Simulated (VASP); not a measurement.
# Pb (Fm-3m) in VASP: single point with LDA

Aim: the single point of Pb with LDA.

All numbers are computed with VASP 6.6.1; they aren't measurements. Logs are shortened: lines on timing, memory, paths and dates and some standing lists are left out, and cuts for length are marked.

## 1. The cell of the first run

The structure is cubic, space group Fm-3m (No. 225). Conventional cell: a = 4.883 Å, b = 4.883 Å, c = 4.883 Å, α = 90.00°, β = 90.00°, γ = 90.00°. Pb (site symmetry m-3m) has 12 Pb at 3.45 Å within 4.5 Å.

## 2. Single point, LDA

File INCAR:

```
PREC = Accurate
ENCUT = 520
EDIFF = 1E-6
ISMEAR = -1
SIGMA = 0.13605693000000002
LREAL = F
LASPH = T
NELM = 80
ALGO = Normal
ISIF = 2
LWAVE = F
LCHARG = F
NBANDS = 13
```

File KPOINTS:

```
regular mesh
0
Gamma
  12 12 12
```

File POSCAR:

```
Pb
1.0
    0.0000000000      2.4416905779      2.4416905779
    2.4416905779      0.0000000000      2.4416905779
    2.4416905779      2.4416905779      0.0000000000
Pb
1
Direct
    0.0000000000      0.0000000000      0.0000000000
```

Potentials or basis: VASP PAW LDA potentials, release 64 (Pb_d).

On the command line:

```
$ cat potpaw_LDA.64/Pb_d/POTCAR > POTCAR
$ mpirun -np 1 vasp_std > vasp.out
```

OUTCAR:

```text
PREC = Accurate
   ENCUT = 520
   EDIFF = 1E-6
   ISMEAR = -1
   LREAL = F
   LASPH = T
   NELM = 80
   ISIF = 2

 ion  position               nearest neighbor table
   1  0.000  0.000  0.000-

  LATTYP: Found a face centered cubic cell.
 ALAT       =     4.8833811558

  Lattice vectors:

 A1 = (   0.0000000000,   2.4416905779,   2.4416905779)
 A2 = (   2.4416905779,   0.0000000000,   2.4416905779)
 A3 = (   2.4416905779,   2.4416905779,   0.0000000000)

Analysis of symmetry for initial positions (statically):
=====================================================================
 Subroutine PRICEL returns:
 Original cell was already a primitive cell.

 Routine SETGRP: Setting up the symmetry group for a
 face centered cubic supercell.

 Subroutine GETGRP returns: Found 48 space group operations
 (whereof 48 operations were pure point group operations)
 out of a pool of 48 trial point group operations.

The static configuration has the point symmetry O_h .

Analysis of symmetry for dynamics (positions and initial velocities):
=====================================================================
 Subroutine PRICEL returns:
 Original cell was already a primitive cell.

 Routine SETGRP: Setting up the symmetry group for a
 face centered cubic supercell.

 Subroutine GETGRP returns: Found 48 space group operations
 (whereof 48 operations were pure point group operations)
 out of a pool of 48 trial point group operations.

The dynamic configuration has the point symmetry O_h .

 Subroutine INISYM returns: Found 48 space group operations
 (whereof 48 operations are pure point group operations),
 and found     1 'primitive' translations

----------------------------------------------------------------------------------------

                                     Primitive cell

  volume of cell :      29.1140

  direct lattice vectors                    reciprocal lattice vectors
     0.000000000  2.441690578  2.441690578    -0.204776152  0.204776152  0.204776152
     2.441690578  0.000000000  2.441690578     0.204776152 -0.204776152  0.204776152
     2.441690578  2.441690578  0.000000000     0.204776152  0.204776152 -0.204776152

  length of vectors
     3.453071930  3.453071930  3.453071930     0.354682699  0.354682699  0.354682699

  position of ions in fractional coordinates (direct lattice)
     0.000000000  0.000000000  0.000000000

  ion indices of the primitive-cell ions
   primitive index   ion index
                 1           1

----------------------------------------------------------------------------------------

 KPOINTS: regular mesh

Automatic generation of k-mesh.
 Grid dimensions read from file:
 generate k-points for:   12   12   12

 Generating k-lattice:

  Cartesian coordinates                     Fractional coordinates (reciprocal lattice)
    -0.017064679  0.017064679  0.017064679     0.083333333  0.000000000  0.000000000
     0.017064679 -0.017064679  0.017064679     0.000000000  0.083333333  0.000000000
     0.017064679  0.017064679 -0.017064679     0.000000000  0.000000000  0.083333333

  Length of vectors
     0.029556892  0.029556892  0.029556892

  Shift w.r.t. Gamma in fractional coordinates (k-lattice)
     0.000000000  0.000000000  0.000000000

 Subroutine IBZKPT returns following result:
 ===========================================

 Found     72 irreducible k-points:

 Following reciprocal coordinates:
            Coordinates               Weight
  0.000000  0.000000  0.000000      1.000000
  0.083333  0.000000  0.000000      8.000000
  0.166667  0.000000  0.000000      8.000000
  0.250000  0.000000  0.000000      8.000000
  0.333333  0.000000  0.000000      8.000000
  0.416667  0.000000  0.000000      8.000000
[... 16 lines left out ...]
  0.500000  0.166667  0.000000     24.000000
 -0.416667  0.166667  0.000000     24.000000
 [... further k-points ...]
   k-points           NKPTS =     72   k-points in BZ     NKDIM =     72   number of bands    NBANDS=     13
   number of dos      NEDOS =    301   number of ions     NIONS =      1
   total plane-waves  NPLWV =  21952
   dimension x,y,z NGX =    28 NGY =   28 NGZ =   28
   dimension x,y,z NGXF=    56 NGYF=   56 NGZF=   56
   ions per type =               1
   NGX,Y,Z   is equivalent  to a cutoff of  13.48, 13.48, 13.48 a.u.
   NGXF,Y,Z  is equivalent  to a cutoff of  26.96, 26.96, 26.96 a.u.
 SYSTEM =  unknown system
   PREC   = accura    normal or accurate (medium, high low for compatibility)
   ISTART =      0    job   : 0-new  1-cont  2-samecut
   ICHARG =      2    charge: 1-file 2-atom 10-const
   ISPIN  =      1    spin polarized calculation?
   LNONCOLLINEAR =      F non collinear calculations
   LSORBIT =      F    spin-orbit coupling
   LASPH  =      T    aspherical Exc in radial PAW
   ENCUT  =  520.0 eV  38.22 Ry    6.18 a.u.   6.42  6.42  6.42*2*pi/ulx,y,z
   NELM   =     80;   NELMIN=  2; NELMDL= -5     # of ELM steps
   EDIFF  = 0.1E-05   stopping-criterion for ELM
   LREAL  =      F    real-space projection
   EDIFFG = 0.1E-04   stopping-criterion for IOM
   NSW    =      0    number of steps for IOM
   IBRION =     -1    ionic relax: 0-MD 1-quasi-New 2-CG
   NFREE  =      0    steps in history (QN), initial steepest desc. (CG)
   ISIF   =      2    stress and relaxation
   ISYM   =      2    0-nonsym 1-usesym 2-fastsym
   POTIM  = 0.5000    time-step for ionic-motion
   TEBEG  =    0.0;   TEEND  =   0.0 temperature during run
   PSTRESS=    0.0 pullay stress
   NELECT =      14.0000    total number of electrons
   NUPDOWN=      -1.0000    fix difference up-down
   EMIN   =  10.00;   EMAX   =-10.00  energy-range for DOS
   EFERMI =   0.00;   METHOD = LEGACY
   ISMEAR =    -1;   SIGMA  =   0.14  broadening in eV -4-tet -1-fermi 0-gaus
   EFERMI_NEDOS =   21; number of points for ismear=-14 and -15
   IALGO  =     38    algorithm
   IMIX   =      4    mixing-type and parameters
     AMIX     =   0.40;   BMIX     =  1.00
     AMIX_MAG =   1.60;   BMIX_MAG =  1.00
  volume/ion in A,a.u.               =      29.11       196.47
  Fermi-wavevector in a.u.,A,eV,Ry     =   1.282577  2.423720 22.381646  1.645005
  Thomas-Fermi vector in A             =   2.414881
   LORBIT       =      0    0 simple, 1 ext, 2 COOP (PROOUT), +10 PAW based schemes
   GGA     = CA    functional components
   LHFCALC =     F    Hartree Fock is set to
   AEXX    =    0.0000 exact exchange contribution
   IVDW    =     0    specifies the selected vdW correction
   LEPSILON=     F    determine dielectric tensor
   LRPA    =     F    only Hartree local field effects (RPA)
 non-spin polarized calculation
  energy-cutoff  :      520.00
  volume of cell :       29.11
 maximum number of plane-waves:       817
 NGX is ok and might be reduce to    28
   NGX = 13   NGY = 13   NGZ = 13

 number of electron      13.9999999 magnetization

 Free energy of the ion-electron system (eV)
  ---------------------------------------------------
  ext. energy  EPLUGINS =         0.00000000
  ---------------------------------------------------
  free energy    TOTEN  =        -4.26239333 eV

  energy without entropy =       -4.22300603  energy(sigma->0) =       -4.24269968

 E-fermi :   7.5075     XC(G=0): -10.6502

 val. band max:        7.4741950883   @ k =  -0.3333   0.3333   0.1667
 cond. band min:       7.5114768268   @ k =  -0.1667   0.2500   0.0833
 fundamental gap:      0.0372817386
 Fermi energy:         7.5075203301

 k-point     1 :       0.0000    0.0000    0.0000
  band No.  band energies     occupation
      1      -9.5627      2.00000
      2      -9.5627      2.00000
      3      -9.5627      2.00000
      4      -9.4012      2.00000
      5      -9.4012      2.00000
      6      -4.5723      2.00000
      7      15.1499      0.00000
      8      15.1499      0.00000
      9      15.1499      0.00000
     10      17.3240      0.00000
     11      19.4667      0.00000
     12      20.2961      0.00000
     13      20.2961      0.00000

 k-point     2 :       0.0833    0.0000    0.0000
  band No.  band energies     occupation
      1      -9.5633      2.00000
      2      -9.5515      2.00000
      3      -9.5515      2.00000
      4      -9.4020      2.00000
      5      -9.4020      2.00000
      6      -4.4330      2.00000
      7      13.5913      0.00000
      8      14.9792      0.00000
      9      14.9792      0.00000
     10      17.0883      0.00000
     11      20.0275      0.00000
     12      20.5982      0.00000
     13      20.5982      0.00000

 k-point     3 :       0.1667    0.0000    0.0000
  band No.  band energies     occupation
      1      -9.5666      2.00000
      2      -9.5291      2.00000
      3      -9.5291      2.00000
      4      -9.3953      2.00000
      5      -9.3953      2.00000
      6      -4.0137      2.00000
      7      10.9280      0.00000
      8      14.5637      0.00000
      9      14.5637      0.00000
     10      16.8446      0.00000
     11      20.3090      0.00000
     12      20.9371      0.00000
     13      20.9372      0.00000

 k-point     4 :       0.2500    0.0000    0.0000
  band No.  band energies     occupation
      1      -9.5751      2.00000
      2      -9.5219      2.00000
      3      -9.5219      2.00000
      4      -9.3617      2.00000
      5      -9.3617      2.00000
      6      -3.3177      2.00000
      7       8.2904      0.00632
      8      14.0714      0.00000
      9      14.0714      0.00000
     10      16.6898      0.00000
     11      19.2277      0.00000
     12      20.1107      0.00000
     13      20.1107      0.00000

 k-point     5 :       0.3333    0.0000    0.0000
  band No.  band energies     occupation
      1      -9.5874      2.00000
      2      -9.5326      2.00000
      3      -9.5326      2.00000
      4      -9.3092      2.00000
      5      -9.3092      2.00000
      6      -2.3751      2.00000
      7       5.9087      1.99998
      8      13.6302      0.00000
      9      13.6302      0.00000
     10      16.6486      0.00000
     11      18.3200      0.00000
     12      19.4768      0.00000
     13      19.4768      0.00000

 k-point     6 :       0.4167    0.0000    0.0000
  band No.  band energies     occupation
      1      -9.5986      2.00000
      2      -9.5452      2.00000
      3      -9.5452      2.00000
      4      -9.2654      2.00000
      5      -9.2654      2.00000
      6      -1.3177      2.00000
      7       3.9734      2.00000
      8      13.3283      0.00000
      9      13.3283      0.00000
     10      16.7181      0.00000
     11      17.6770      0.00000
     12      19.0962      0.00000
     13      19.0962      0.00000

 k-point     7 :       0.5000    0.0000    0.0000
  band No.  band energies     occupation
      1      -9.6031      2.00000
      2      -9.5503      2.00000
      3      -9.5503      2.00000
      4      -9.2487      2.00000
      5      -9.2487      2.00000
      6      -0.7106      2.00000
      7       3.0717      2.00000
      8      13.2212      0.00000
      9      13.2212      0.00000
     10      16.8040      0.00000
     11      17.4000      0.00000
     12      18.9702      0.00000
     13      18.9702      0.00000
[... 193 lines left out ...]
 k-point    20 :       0.2500    0.1667    0.0000
  band No.  band energies     occupation
      1      -9.6232      2.00000
      2      -9.4865      2.00000
      3      -9.4502      2.00000
      4      -9.4336      2.00000
      5      -9.3401      2.00000
      6      -3.3182      2.00000
      7      10.0862      0.00000
      8      12.2892      0.00000
      9      12.5515      0.00000
     10      15.9925      0.00000
     11      16.7313      0.00000
     12      22.6479      0.00000
     13      23.0273      0.00000

 k-point    21 :       0.3333    0.1667    0.0000
  band No.  band energies     occupation
      1      -9.6213      2.00000
      2      -9.5088      2.00000
      3      -9.4490      2.00000
      4      -9.3955      2.00000
      5      -9.2940      2.00000
      6      -2.5439      2.00000
      7       7.7250      0.33637
      8      11.8087      0.00000
      9      11.8791      0.00000
     10      15.5178      0.00000
     11      17.9488      0.00000
     12      21.9302      0.00000
     13      22.2958      0.00000

 k-point    22 :       0.4167    0.1667    0.0000
  band No.  band energies     occupation
      1      -9.6136      2.00000
      2      -9.5193      2.00000
      3      -9.4617      2.00000
      4      -9.3621      2.00000
      5      -9.2549      2.00000
      6      -1.5650      2.00000
      7       5.6020      2.00000
      8      10.9737      0.00000
      9      11.7428      0.00000
     10      15.2319      0.00000
     11      19.7127      0.00000
     12      21.1544      0.00000
     13      21.5215      0.00000

 k-point    23 :       0.5000    0.1667    0.0000
  band No.  band energies     occupation
      1      -9.6039      2.00000
      2      -9.5218      2.00000
      3      -9.4750      2.00000
      4      -9.3324      2.00000
      5      -9.2443      2.00000
      6      -0.6119      2.00000
      7       4.0284      2.00000
      8      10.2638      0.00000
      9      11.9030      0.00000
     10      15.2281      0.00000
     11      20.1979      0.00000
     12      20.9085      0.00000
     13      22.0777      0.00000

 k-point    24 :      -0.4167    0.1667    0.0000
  band No.  band energies     occupation
      1      -9.5882      2.00000
      2      -9.5248      2.00000
      3      -9.4816      2.00000
      4      -9.3105      2.00000
      5      -9.2688      2.00000
      6      -0.4215      2.00000
      7       3.7633      2.00000
      8       9.7832      0.00000
      9      12.3601      0.00000
     10      15.4820      0.00000
     11      19.7546      0.00000
     12      20.4770      0.00000
     13      22.9150      0.00000

 [... further k-points ...]
[... 5 lines left out ...]
  --------------------------------------------------------------------------------------
  -------------------------------------------------------------------------------------
  Total        0.0325495      0.0325495      0.0325495      0.0000000     -0.0000000      0.0000000
  in kB        1.7912348      1.7912348      1.7912348      0.0000000     -0.0000000      0.0000000
  external PRESSURE =       1.7912348 kB  Pullay stress =       0.0000000 kB

 VOLUME and BASIS-vectors are now :
 -----------------------------------------------------------------------------
  energy-cutoff  :      520.00
  volume of cell :       29.11
      direct lattice vectors                 reciprocal lattice vectors
     0.000000000  2.441690578  2.441690578    -0.204776152  0.204776152  0.204776152
     2.441690578  0.000000000  2.441690578     0.204776152 -0.204776152  0.204776152
     2.441690578  2.441690578  0.000000000     0.204776152  0.204776152 -0.204776152

 POSITION                                       TOTAL-FORCE (eV/Angst)
 -----------------------------------------------------------------------------------
      0.00000      0.00000      0.00000         0.000000     -0.000000      0.000000
 -----------------------------------------------------------------------------------
    total drift:                               -0.000000      0.000000     -0.000000

  FREE ENERGIE OF THE ION-ELECTRON SYSTEM (eV)
  ---------------------------------------------------
  free  energy   TOTEN  =        -4.2623933281 eV

  energy  without entropy=       -4.2230060330  energy(sigma->0) =       -4.24269968
```

It took 11 s on 1 thread of AMD EPYC 9R45 (Zen 5), shared host; peak memory 0.12 GiB.

Results:

* Free energy: -4.2624 eV
* Pressure: 0.2 GPa
* Band gap on the k mesh: zero (band 7 reaches 15.15 eV, above the bottom of band 8 at 5.84 eV)

Caveat: spin-orbit coupling is left out, which moves the levels of the heavy elements.
